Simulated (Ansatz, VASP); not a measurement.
## One calculation of CoSi2, two programs

```xyz
3
Lattice="0.0000 2.6798 2.6798 2.6798 0.0000 2.6798 2.6798 2.6798 0.0000" Properties=species:S:1:pos:R:3 pbc="T T T"
Co    0.0000    0.0000    0.0000
Si    4.0197    4.0197    4.0197
Si    1.3399    1.3399    1.3399
```

Alike in both runs: functional PBE; k mesh 14 × 14 × 14; occupations gaussian, width 0.1 eV; no spin polarisation.

Ansatz relaxed the structure, and its values are those at the end. VASP's run is a single point on that final structure, the one shown.

|  | VASP | Ansatz |
| --- | --- | --- |
| version | VASP 6.6.1 | Ansatz 0.2.0 |
| potentials or method | VASP PAW PBE potentials, release 64 (Co, Si), cutoff 520 eV | scalar-relativistic, plane waves, PAW |
| valence electrons in the cell | 17 | 25 |

```tsv
	VASP	Ansatz	Ansatz less VASP
gap on the k mesh at the Fermi level (eV)	none	none	-
pressure (GPa)	-0.1	0.0	+0.14
```

A gap of «none» marks a metal or a gap that the smearing closes. VASP's potentials hold 17 valence electrons a cell and Ansatz's 25, so a difference there can come from the potentials and not from the codes.
